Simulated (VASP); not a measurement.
# YMg2MnC6N6 (Fm-3m) in VASP: a series of runs, part 2 of 2

VASP 6.6.1.

### 3 Single point, PBE, collinear spin, ferromagnetic start

This run uses another cell than the first one, of 19.81 Å³/atom.

INCAR reads:

```
SYSTEM = YMg2MnC6N6
  PREC = Accurate
  ENCUT = 520
  EDIFF = 1E-6
  ISMEAR = 0
  SIGMA = 0.1
  LREAL = Auto
  LASPH = .TRUE.
  NELM = 150
  ALGO = Normal
  ISIF = 2
  LWAVE = .FALSE.
  LCHARG = .FALSE.
  ISPIN = 2
  MAGMOM = 0 0 0 4 0 0 0 0 0 0 0 0 0 0 0 0
  LORBIT = 11
  LMAXMIX = 4
  GGA = PE
  NBANDS = 59
```

KPOINTS reads:

```
Automatic mesh
0
G
  4 4 4
  0 0 0
```

POSCAR reads:

```
YMg2MnC6N6
1.0
    0.0000000000      5.4113761291      5.4113761291
    5.4113761291      0.0000000000      5.4113761291
    5.4113761291      5.4113761291      0.0000000000
Y Mg Mn C N
1 2 1 6 6
Direct
    0.5000000000      0.5000000000      0.5000000000
    0.2500000000      0.2500000000      0.2500000000
    0.7500000000      0.7500000000      0.7500000000
    0.0000000000      0.0000000000      0.0000000000
    0.8254151019      0.1745848981      0.1745848981
    0.1745848981      0.8254151019      0.1745848981
    0.1745848981      0.1745848981      0.8254151019
    0.1745848981      0.8254151019      0.8254151019
    0.8254151019      0.1745848981      0.8254151019
    0.8254151019      0.8254151019      0.1745848981
    0.7158541990      0.2841458010      0.2841458010
    0.2841458010      0.7158541990      0.2841458010
    0.2841458010      0.2841458010      0.7158541990
    0.2841458010      0.7158541990      0.7158541990
    0.7158541990      0.2841458010      0.7158541990
    0.7158541990      0.7158541990      0.2841458010
```

Potentials or basis: VASP PAW PBE potentials, release 64 (Y_sv, Mg, Mn_pv, C, N).

Command:

```bash
$ cat potpaw_PBE.64/Y_sv/POTCAR potpaw_PBE.64/Mg/POTCAR potpaw_PBE.64/Mn_pv/POTCAR potpaw_PBE.64/C/POTCAR potpaw_PBE.64/N/POTCAR > POTCAR
$ mpirun -np 1 vasp_std > vasp.out
```

OUTCAR:

```text
SYSTEM = YMg2MnC6N6
   PREC = Accurate
   ENCUT = 520
   EDIFF = 1E-6
   ISMEAR = 0
   LREAL = Auto
   LASPH = .TRUE.
   NELM = 150
   ISIF = 2
   ISPIN = 2
   LORBIT = 11
   GGA = PE

 ion  position               nearest neighbor table
   1  0.500  0.500  0.500-  11 2.34  12 2.34  13 2.34  14 2.34  15 2.34  16 2.34
   2  0.250  0.250  0.250-
   3  0.750  0.750  0.750-
   4  0.000  0.000  0.000-   5 1.89   6 1.89   7 1.89   8 1.89   9 1.89  10 1.89
   5  0.825  0.175  0.175-  11 1.19   4 1.89
   6  0.175  0.825  0.175-  12 1.19   4 1.89
   7  0.175  0.175  0.825-  13 1.19   4 1.89
   8  0.175  0.825  0.825-  14 1.19   4 1.89
   9  0.825  0.175  0.825-  15 1.19   4 1.89
  10  0.825  0.825  0.175-  16 1.19   4 1.89
  11  0.716  0.284  0.284-   5 1.19   1 2.34
  12  0.284  0.716  0.284-   6 1.19   1 2.34
  13  0.284  0.284  0.716-   7 1.19   1 2.34
  14  0.284  0.716  0.716-   8 1.19   1 2.34
  15  0.716  0.284  0.716-   9 1.19   1 2.34
  16  0.716  0.716  0.284-  10 1.19   1 2.34

  LATTYP: Found a face centered cubic cell.
 ALAT       =    10.8227522582

  Lattice vectors:

 A1 = (   0.0000000000,   5.4113761291,   5.4113761291)
 A2 = (   5.4113761291,   0.0000000000,   5.4113761291)
 A3 = (   5.4113761291,   5.4113761291,   0.0000000000)

Analysis of symmetry for initial positions (statically):
=====================================================================
 Subroutine PRICEL returns:
 Original cell was already a primitive cell.

 Routine SETGRP: Setting up the symmetry group for a
 face centered cubic supercell.

 Subroutine GETGRP returns: Found 48 space group operations
[... 205 lines left out ...]
      2     -46.5650      1.00000
      3     -46.5650      1.00000
      4     -41.4307      1.00000
      5     -21.5425      1.00000
      6     -21.5425      1.00000
[... 437 lines left out ...]
     52       4.8547      0.00000
     53       4.8547      0.00000
 Fermi energy:         0.4337731827

 spin component 2

 k-point     1 :       0.0000    0.0000    0.0000
  band No.  band energies     occupation
      1     -46.9355      1.00000
      2     -46.9355      1.00000
      3     -46.9355      1.00000
      4     -41.4273      1.00000
      5     -21.5389      1.00000
      6     -21.5389      1.00000
[... 437 lines left out ...]
     52       4.8232      0.00000
     53       4.8272      0.00000
 [bands above 53 left out]

------------------------ aborting loop because EDIFF is reached ----------------------------------------

  FORCE on cell =-STRESS in cart. coord.  units (eV):
  Direction    XX          YY          ZZ          XY          YZ          ZX
  --------------------------------------------------------------------------------------
  -------------------------------------------------------------------------------------
  Total        1.0510684      1.0510684      1.0510684     -0.0000000      0.0000000      0.0000000
  in kB        5.3135943      5.3135943      5.3135943     -0.0000000      0.0000000      0.0000000
  external PRESSURE =       5.3135943 kB  Pullay stress =       0.0000000 kB

 VOLUME and BASIS-vectors are now :
 -----------------------------------------------------------------------------
  energy-cutoff  :      520.00
  volume of cell :      316.92
      direct lattice vectors                 reciprocal lattice vectors
     0.000000000  5.411376129  5.411376129    -0.092397939  0.092397939  0.092397939
     5.411376129  0.000000000  5.411376129     0.092397939 -0.092397939  0.092397939
     5.411376129  5.411376129  0.000000000     0.092397939  0.092397939 -0.092397939

 POSITION                                       TOTAL-FORCE (eV/Angst)
 -----------------------------------------------------------------------------------
      5.41138      5.41138      5.41138         0.000000      0.000000     -0.000000
      2.70569      2.70569      2.70569         0.000000      0.000000     -0.000000
      8.11706      8.11706      8.11706         0.000000      0.000000     -0.000000
      0.00000      0.00000      0.00000         0.000000      0.000000     -0.000000
      1.88949      5.41138      5.41138        -0.340687      0.000000     -0.000000
      5.41138      1.88949      5.41138         0.000000     -0.340687     -0.000000
[... 8 lines left out ...]
      5.41138      7.74751      5.41138         0.000000     -0.319162     -0.000000
      5.41138      5.41138      7.74751         0.000000      0.000000     -0.319162
 -----------------------------------------------------------------------------------
    total drift:                               -0.000000     -0.000000      0.000000

  FREE ENERGIE OF THE ION-ELECTRON SYSTEM (eV)
  ---------------------------------------------------
  free  energy   TOTEN  =      -122.9083997409 eV

  energy  without entropy=     -122.8912133615  energy(sigma->0) =     -122.89980655

 total charge

# of ion       s       p       d       f       tot
--------------------------------------------------
    1        2.173   6.492   0.842   0.117   9.625
    2        0.273   0.005   0.001   0.000   0.278
    3        0.273   0.005   0.001   0.000   0.278
    4        0.418   6.660   5.387   0.000  12.465
    5        0.962   1.597   0.000   0.000   2.558
    6        0.962   1.597   0.000   0.000   2.558
[... 8 lines left out ...]
   15        1.301   2.600   0.000   0.000   3.900
   16        1.301   2.600   0.000   0.000   3.900
--------------------------------------------------
tot         16.713  38.338   6.231   0.117  61.399

 magnetization (x)

# of ion       s       p       d       f       tot
--------------------------------------------------
    1        0.000   0.001   0.006   0.000   0.008
    2       -0.177  -0.001  -0.000   0.000  -0.178
    3       -0.177  -0.001  -0.000   0.000  -0.178
    4       -0.003  -0.006  -0.358   0.000  -0.367
    5        0.002   0.007   0.000   0.000   0.009
    6        0.002   0.007   0.000   0.000   0.009
[... 8 lines left out ...]
   15       -0.002  -0.032   0.000   0.000  -0.034
   16       -0.002  -0.032   0.000   0.000  -0.034
--------------------------------------------------
tot         -0.357  -0.157  -0.352   0.000  -0.865
```

It took 9.4 min on 1 thread of Intel Xeon Platinum 8488C (Sapphire Rapids), shared host; peak memory 0.79 GiB.

What came out:

| Property | Result |
| --- | --- |
| Free energy | -122.9084 eV |
| Pressure | 0.5 GPa |
| Largest force | 0.341 eV/Å |
| Band gap on the k mesh | zero (filled and empty bands overlap) |
| Net moment | -2.00 μB per cell |
| Site moments | Y +0.01; Mg -0.18; Mn -0.37; C +0.01; N -0.03 μB |
| Valence electrons inside the program's atomic spheres | Y 9.62; Mg 0.28; Mn 12.46; C 2.56; N 3.90 |

Forces in eV/Å, atoms in the order of the input:
```
Y    0.000  0.000  0.000
Mg   0.000  0.000  0.000
Mg   0.000  0.000  0.000
Mn   0.000  0.000  0.000
C   -0.341  0.000  0.000
C    0.000 -0.341  0.000
C    0.000  0.000 -0.341
C    0.341  0.000  0.000
C    0.000  0.341  0.000
C    0.000  0.000  0.341
N    0.319  0.000  0.000
N    0.000  0.319  0.000
N    0.000  0.000  0.319
N   -0.319  0.000  0.000
N    0.000 -0.319  0.000
N    0.000  0.000 -0.319
```

Caveat: a cell with one magnetic atom can't hold antiferromagnetic order, which such compounds often take.
